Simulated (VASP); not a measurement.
# Be (P2_1/m) in VASP: notebook

Runs on Be. Level: PBE. Tasks: single point, relaxation of cell and atoms.

Program: VASP 6.6.1. These are calculated values, not measurements. Logs are shortened: lines on timing, memory, paths and dates and some standing lists are left out, and cuts for length are marked.

## (1) The cell of the first run

Symmetry: P2_1/m, No. 11, monoclinic system. The conventional cell has a = 2.048 Å, b = 2.811 Å, c = 2.852 Å, α = 90.00°, β = 91.66°, γ = 90.00°. Within 2.6 Å of Be (site symmetry m) lie 6 Be at 1.95 to 2.07 Å.

## (2) Single point, PBE

INCAR

```
SYSTEM = Be
ALGO = Normal
EDIFF = 1E-6
ENCUT = 520
GGA = PE
ISIF = 2
ISMEAR = 0
LASPH = .TRUE.
LCHARG = .FALSE.
LREAL = .FALSE.
LWAVE = .FALSE.
NBANDS = 9
NELM = 80
PREC = Accurate
SIGMA = 0.1
```

KPOINTS

```
k-points
0
G
  8 6 6
  0 0 0
```

POSCAR

```
Be
1.0
    2.0479458000      0.0000000000      0.0000000000
    0.0000000000      2.8109959800      0.0000000000
   -0.0826079100      0.0000000000      2.8511999200
Be
2
Direct
    0.4566480000      0.7500000000      0.7635350100
    0.5433520000      0.2500000000      0.2364649900
```

Potentials or basis: VASP PAW PBE potentials, release 64 (Be).

On the command line:

```bash
$ cat potpaw_PBE.64/Be/POTCAR > POTCAR
$ mpirun -np 1 vasp_std > vasp.out
```

OUTCAR:

```text
SYSTEM = Be
   EDIFF = 1E-6
   ENCUT = 520
   GGA = PE
   ISIF = 2
   ISMEAR = 0
   LASPH = .TRUE.
   LREAL = .FALSE.
   NELM = 80
   PREC = Accurate

 ion  position               nearest neighbor table
   1  0.457  0.750  0.764-   2 1.95   2 1.95   2 2.07   2 2.07
   2  0.543  0.250  0.236-   1 1.95   1 1.95   1 2.07   1 2.07

  LATTYP: Found a simple monoclinic cell.
 ALAT       =     2.0479458000
 B/A-ratio  =     1.3725929563
 C/A-ratio  =     1.3928085254
 COS(beta)  =    -0.0289608804

  Lattice vectors:

 A1 = (   2.0479458000,   0.0000000000,   0.0000000000)
 A2 = (   0.0000000000,   2.8109959800,   0.0000000000)
 A3 = (  -0.0826079100,   0.0000000000,   2.8511999200)

Analysis of symmetry for initial positions (statically):
=====================================================================
 Subroutine PRICEL returns:
 Original cell was already a primitive cell.

 Routine SETGRP: Setting up the symmetry group for a
 simple monoclinic supercell.

 Subroutine GETGRP returns: Found  4 space group operations
 (whereof  2 operations were pure point group operations)
 out of a pool of  4 trial point group operations.

The static configuration has the point symmetry S_2 .
 The point group associated with its full space group is C_2h.

Analysis of symmetry for dynamics (positions and initial velocities):
=====================================================================
 Subroutine PRICEL returns:
 Original cell was already a primitive cell.

 Routine SETGRP: Setting up the symmetry group for a
 simple monoclinic supercell.

 Subroutine GETGRP returns: Found  4 space group operations
 (whereof  2 operations were pure point group operations)
 out of a pool of  4 trial point group operations.

The dynamic configuration has the point symmetry S_2 .
 The point group associated with its full space group is C_2h.

 Subroutine INISYM returns: Found  4 space group operations
 (whereof  2 operations are pure point group operations),
 and found     1 'primitive' translations

----------------------------------------------------------------------------------------

                                     Primitive cell

  volume of cell :      16.4137

  direct lattice vectors                    reciprocal lattice vectors
     2.047945800  0.000000000  0.000000000     0.488294173  0.000000000  0.014147363
     0.000000000  2.810995980  0.000000000     0.000000000  0.355745795  0.000000000
    -0.082607910  0.000000000  2.851199920     0.000000000  0.000000000  0.350729527

  length of vectors
     2.047945800  2.810995980  2.852396370     0.488499076  0.355745795  0.350729527

[... 88 lines left out ...]
   POTIM  = 0.5000    time-step for ionic-motion
   TEBEG  =    0.0;   TEEND  =   0.0 temperature during run
   PSTRESS=    0.0 pullay stress
   NELECT =       4.0000    total number of electrons
   NUPDOWN=      -1.0000    fix difference up-down
   EMIN   =  10.00;   EMAX   =-10.00  energy-range for DOS
   EFERMI =   0.00;   METHOD = LEGACY
   ISMEAR =     0;   SIGMA  =   0.10  broadening in eV -4-tet -1-fermi 0-gaus
   EFERMI_NEDOS =   21; number of points for ismear=-14 and -15
   IALGO  =     38    algorithm
   IMIX   =      4    mixing-type and parameters
     AMIX     =   0.40;   BMIX     =  1.00
     AMIX_MAG =   1.60;   BMIX_MAG =  1.00
  volume/ion in A,a.u.               =       8.21        55.38
  Fermi-wavevector in a.u.,A,eV,Ry     =   1.022569  1.932376 14.226902  1.045648
  Thomas-Fermi vector in A             =   2.156256
   LORBIT       =      0    0 simple, 1 ext, 2 COOP (PROOUT), +10 PAW based schemes
   GGA     = PE    functional components
   LHFCALC =     F    Hartree Fock is set to
   AEXX    =    0.0000 exact exchange contribution
   IVDW    =     0    specifies the selected vdW correction
   LEPSILON=     F    determine dielectric tensor
   LRPA    =     F    only Hartree local field effects (RPA)
 non-spin polarized calculation
 Gauss-broadening in eV      SIGMA  =   0.10
  energy-cutoff  :      520.00
  volume of cell :       16.41
 maximum number of plane-waves:       460
   NGX =  7   NGY = 11   NGZ = 11

 number of electron       4.0000000 magnetization

 Free energy of the ion-electron system (eV)
  ---------------------------------------------------
  ext. energy  EPLUGINS =         0.00000000
  ---------------------------------------------------
  free energy    TOTEN  =        -5.37671077 eV

  energy without entropy =       -5.37226293  energy(sigma->0) =       -5.37448685

 E-fermi :   6.7195     XC(G=0): -10.4698

 val. band max:        6.6863132296   @ k =   0.5000   0.3333   0.5000
 cond. band min:       6.7285035969   @ k =  -0.2500   0.3333   0.3333
 fundamental gap:      0.0421903673
 Fermi energy:         6.7195061707

 k-point     1 :       0.0000    0.0000    0.0000
  band No.  band energies     occupation
      1      -4.3996      2.00000
      2       7.2363      0.00000
      3       7.6091      0.00000
      4      13.7206      0.00000
      5      16.2755      0.00000
      6      21.8847      0.00000
      7      22.8705      0.00000
      8      23.1134      0.00000
      9      26.7294      0.00000
[... 265 lines left out ...]
 k-point    24 :       0.3750    0.0000    0.1667
  band No.  band energies     occupation
      1      -0.3572      2.00000
      2       7.0206      0.00002
      3       8.9432      0.00000
      4      12.1803      0.00000
      5      13.8104      0.00000
      6      20.6314      0.00000
      7      22.5904      0.00000
      8      23.6096      0.00000
      9      25.0460      0.00000

 [... further k-points ...]

------------------------ aborting loop because EDIFF is reached ----------------------------------------

  FORCE on cell =-STRESS in cart. coord.  units (eV):
  Direction    XX          YY          ZZ          XY          YZ          ZX
  --------------------------------------------------------------------------------------
  -------------------------------------------------------------------------------------
  Total        2.1707366      2.1298178      2.4932223      0.0000000      0.0000000     -0.0954981
  in kB      211.8904416    207.8962599    243.3689826      0.0000000      0.0000000     -9.3217850
  external PRESSURE =     221.0518947 kB  Pullay stress =       0.0000000 kB

 VOLUME and BASIS-vectors are now :
 -----------------------------------------------------------------------------
  energy-cutoff  :      520.00
  volume of cell :       16.41
      direct lattice vectors                 reciprocal lattice vectors
     2.047945800  0.000000000  0.000000000     0.488294173  0.000000000  0.014147363
     0.000000000  2.810995980  0.000000000     0.000000000  0.355745795  0.000000000
    -0.082607910  0.000000000  2.851199920     0.000000000  0.000000000  0.350729527

 POSITION                                       TOTAL-FORCE (eV/Angst)
 -----------------------------------------------------------------------------------
      0.87212      2.10825      2.17699        -1.459501      0.000000     -0.882841
      1.09322      0.70275      0.67421         1.459501     -0.000000      0.882841
 -----------------------------------------------------------------------------------
    total drift:                                0.000000     -0.000000     -0.000000

  FREE ENERGIE OF THE ION-ELECTRON SYSTEM (eV)
  ---------------------------------------------------
  free  energy   TOTEN  =        -5.3767107733 eV

  energy  without entropy=       -5.3722629321  energy(sigma->0) =       -5.37448685
```

OSZICAR:

```text
N       E                     dE             d eps       ncg     rms          rms(c)
DAV:   1    -0.584675398429E+00   -0.58468E+00   -0.18023E+03  1888   0.369E+02
DAV:   2    -0.540801944251E+01   -0.48233E+01   -0.46671E+01  2864   0.531E+01
DAV:   3    -0.544878254516E+01   -0.40763E-01   -0.40684E-01  2239   0.346E+00
DAV:   4    -0.544882784512E+01   -0.45300E-04   -0.45298E-04  2514   0.129E-01
DAV:   5    -0.544882786467E+01   -0.19548E-07   -0.19704E-07  2213   0.220E-03    0.112E+00
DAV:   6    -0.539513843874E+01    0.53689E-01   -0.16986E-02  2276   0.972E-01    0.670E-01
DAV:   7    -0.537707584237E+01    0.18063E-01   -0.12061E-02  2299   0.837E-01    0.150E-01
DAV:   8    -0.537671479721E+01    0.36105E-03   -0.31316E-04  2288   0.166E-01    0.922E-03
DAV:   9    -0.537671113981E+01    0.36574E-05   -0.30640E-06  2187   0.103E-02    0.529E-03
DAV:  10    -0.537671077331E+01    0.36650E-06   -0.14823E-06  2174   0.938E-03
   1 F= -.53767108E+01 E0= -.53744869E+01  d E =-.444784E-02
```

Run time: 5.8 s. Hardware: 1 thread of AMD EPYC 9R45 (Zen 5), shared host; peak memory 0.09 GiB.

What came out:

```
Free energy            : -5.3767 eV
Pressure               : 22.1 GPa
Largest force          : 1.706 eV/Å
Band gap on the k mesh : zero (bands 2 and 3 overlap by 3.86 eV)
```

Forces on the atoms (eV/Å):
```
Be  -1.460  0.000 -0.883
Be   1.460  0.000  0.883
```

Caveat: the k points lie up to 0.38 Å⁻¹ apart, too coarse for converged energies and pressures of a metal; forces of over 1 eV/Å act on the atoms, so gaps and moduli don't describe the material at rest.

## (3) Relaxation of cell and atoms, PBE

INCAR

```
  PREC = Accurate
  ENCUT = 600
  EDIFF = 1E-7
  ISMEAR = 0
  SIGMA = 0.1
  LREAL = F
  LASPH = T
  NELM = 60
  ALGO = Normal
  ISIF = 3
  LWAVE = F
  LCHARG = F
  GGA = PE
  IBRION = 2
  NSW = 90
  EDIFFG = -0.04
```

KPOINTS

```
Automatic mesh
0
Gamma
  8 6 6
```

POSCAR is that of step 2.

Potentials or basis: VASP PAW PBE potentials, release 64 (Be).

On the command line:

```bash
$ cat potpaw_PBE.64/Be/POTCAR > POTCAR
$ mpirun -np 1 vasp_std > vasp.out
```

Run time: 59 s. Hardware: 1 thread of AMD EPYC 9R45 (Zen 5), shared host; peak memory 0.1 GiB.

It converged, with:

```yaml
Free_energy: -7.3581 eV
Relaxed_volume: 7.91 Å³/atom
Relaxed_cell: a = 2.413 Å, b = 2.343 Å, c = 2.797 Å, α = 90.00°, β = 89.82°, γ = 90.00°
Space_group_after_relaxing_to_0.1_Å: I4/mmm (No. 139)
Energy_gained_by_relaxing: 990.7 meV/atom
Ionic_steps: 25
Pressure_after_relaxing: -0.4 GPa
Largest_force_after_relaxing: 0.007 eV/Å
Band_gap_on_the_k_mesh: zero (bands 2 and 3 overlap by 2.06 eV)
```

Forces on the atoms (eV/Å):
```
Be   0.003  0.000  0.007
Be  -0.003  0.000 -0.007
```

Stress tensor (GPa, compression positive):
```
-0.45  0.00 -0.06
 0.00 -0.27  0.00
-0.06  0.00 -0.44
```

The path:
```csv
step,energy change (eV),largest force (eV/Å),pressure (GPa),volume (Å³)
1,0.0000,1.7057,22.11,16.41
2,-0.4608,1.6612,1.33,19.25
3,-0.5815,1.5088,-8.73,21.71
4,-0.9868,1.3604,-12.88,21.55
5,-0.9641,2.0547,-10.62,21.02
6,-1.3122,0.2369,-15.68,21.32
7,-1.6187,0.9173,-9.57,18.76
8,-1.6528,1.2970,-6.10,17.95
9,-1.8473,0.7513,-4.37,16.89
10,-1.9124,0.1414,2.69,15.67
11,-1.9170,0.2520,0.78,15.90
12,-1.9667,0.0646,1.60,15.64
13,-1.9694,0.1865,1.87,15.56
14,-1.9760,0.0706,-0.03,15.77
15,-1.9773,0.0429,-1.67,15.98
16,-1.9775,0.0066,-1.16,15.91
17,-1.9790,0.0315,-0.35,15.81
18,-1.9791,0.0341,-0.26,15.80
19,-1.9797,0.0097,0.13,15.75
20,-1.9801,0.0406,0.95,15.65
21,-1.9804,0.0455,0.91,15.65
22,-1.9808,0.0586,0.78,15.67
23,-1.9808,0.0625,0.74,15.67
24,-1.9811,0.0448,0.45,15.71
25,-1.9814,0.0071,-0.39,15.81
```

Final structure:
```
CELL_PARAMETERS angstrom
2.41281 0.00000 0.04419
0.00000 2.34274 0.00000
-0.04231 0.00000 2.79674
ATOMIC_POSITIONS crystal
Be 0.24990 0.75000 0.74983
Be 0.75010 0.25000 0.25017
```

Levels at points of the mesh, in eV from the Fermi level:
| k point | band 1 | band 2 | band 3 | band 4 | band 5 |
| --- | --- | --- | --- | --- | --- |
| (0.00, 0.00, 0.00) | -11.93 | 0.47 | 5.85 | 7.14 | 7.29 |
| (0.50, 0.00, 0.00) | -7.12 | -7.12 | 6.55 | 6.56 | 12.65 |
| (0.00, 0.50, 0.00) | -6.84 | -6.84 | 6.91 | 6.91 | 11.86 |
| (0.50, 0.50, 0.00) | -3.99 | -3.99 | 2.06 | 2.06 | 10.51 |
| (0.00, 0.00, 0.50) | -8.35 | -8.35 | 10.23 | 10.24 | 11.44 |
| (0.50, 0.00, 0.50) | -5.38 | -5.34 | -0.14 | -0.06 | 14.35 |
| (0.00, 0.50, 0.50) | -5.12 | -5.12 | 0.33 | 0.33 | 13.63 |
| (0.50, 0.50, 0.50) | 0.54 | 0.54 | 0.81 | 0.81 | 1.79 |

Caveat: the k points lie up to 0.45 Å⁻¹ apart in the final cell, too coarse for converged energies and pressures of a metal; a cell axis changed by over 15 % at a fixed basis, so the end point is rough.

The gap in the log of VASP goes by the Fermi energy; the results here count the filled bands.